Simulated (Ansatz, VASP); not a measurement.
## One calculation of Rh, two programs

```
Rh
1.0
     0.00000    1.87706    1.87706
     1.87706    0.00000    1.87706
     1.87706    1.87706    0.00000
Rh
1
Direct
  0.00000 0.00000 0.00000
```

Alike in both runs: functional LDA; k mesh 26 × 26 × 26; occupations gaussian, width 0.1 eV; no spin polarisation.

Ansatz relaxed the structure, and its values are those at the end. VASP's run is a single point on that final structure, the one shown.

|  | VASP | Ansatz |
| --- | --- | --- |
| version | VASP 6.6.1 | Ansatz 0.2.0 |
| potentials or method | VASP PAW LDA potentials, release 64 (Rh_pv), cutoff 520 eV | scalar-relativistic, plane waves, PAW |
| valence electrons in the cell | 15 | 17 |

```tsv
	VASP	Ansatz	Ansatz less VASP
gap on the k mesh at the Fermi level (eV)	none	none	-
pressure (GPa)	0.8	0.0	-0.82
```

Ansatz warns that its potentials were made for another functional, while VASP's fit it. LDA's correlation is that of Perdew and Zunger in VASP and of Perdew and Wang (1992) in Ansatz. A gap of «none» marks a metal or a gap that the smearing closes. VASP's potentials hold 15 valence electrons a cell and Ansatz's 17, so a difference there can come from the potentials and not from the codes.
